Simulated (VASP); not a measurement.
Wanted: the native input for a VASP 6.6.1 run.

```
Task                   : relaxation of cell and atoms
Functional             : PBE
Potentials or basis    : VASP PAW PBE potentials, release 64 (Na_pv, Tb_3, Br), 4f in core
Cutoff                 : 500 eV
k mesh                 : 4 × 4 × 2
Occupations            : gaussian, width 0.1 eV
Spin                   : no spin polarisation
Dipole correction      : no
Further INCAR settings : ALGO = Normal; EDIFF = 1e-07; IBRION = 2; EDIFFG = -0.04; NSW = 90; ISIF = 3
```

The structure of NaTbBr4 lies in POSCAR:

```
NaTbBr4
1.0
    5.0079382398      0.0000000000      0.0000000000
    0.2818215808      5.2041376870      0.0000000000
    1.4620225686      1.5707717992      7.5451188083
Na Tb Br
1 1 4
Direct
    0.0633784105      0.9361342702      0.9926204409
    0.4233095108      0.5875810781      0.5030022694
    0.5088318634      0.0273973390      0.6503777967
    0.9806919004      0.4789309058      0.3526287150
    0.5004249500      0.9678719809      0.1881110864
    0.0233633647      0.5020844259      0.8132596915
```

These files were run (other wordings do the same):

INCAR

```
ALGO = Normal ; EDIFF = 1E-7
EDIFFG = -0.04 ; ENCUT = 500
GGA = PE ; GGA_COMPAT = F
IBRION = 2 ; ISIF = 3
ISMEAR = 0 ; LASPH = T
LCHARG = F ; LMAXMIX = 6
LREAL = F ; LWAVE = F
NELM = 200 ; NELMIN = 4
NSW = 90 ; PREC = Accurate
SIGMA = 0.1
```

KPOINTS

```
k-points
0
Gamma
  4 4 2
```

Potentials or basis: VASP PAW PBE potentials, release 64 (Na_pv, Tb_3, Br), 4f in core.

The run is started by

```sh
$ cat potpaw_PBE.64/Na_pv/POTCAR potpaw_PBE.64/Tb_3/POTCAR potpaw_PBE.64/Br/POTCAR > POTCAR
$ mpirun -np 1 vasp_std > vasp.out
```

Results of the run:

```json
{
 "Relaxed volume": "34.99 Å³/atom",
 "Relaxed cell": "a = 5.378 Å, b = 5.363 Å, c = 8.205 Å, α = 70.60°, β = 70.72°, γ = 79.33°",
 "Space group after relaxing (to 0.1 Å)": "C2 (No. 5)",
 "Energy gained by relaxing": "6.5 meV/atom",
 "Ionic steps": "34",
 "Pressure after relaxing": "0.0 GPa",
 "Largest force after relaxing": "0.036 eV/Å",
 "Band gap on the k mesh": "3.63 eV (least direct gap 3.81 eV)"
}
```

Caveat: spin-orbit coupling is left out, which moves the levels of the heavy elements; the 4f electrons are frozen in the core, so they carry no moment and show no levels.

It took 21 min on 1 thread of AMD EPYC 9R45 96-Core Processor (Zen 5), with other jobs on the host, peak memory 0.36 GiB.
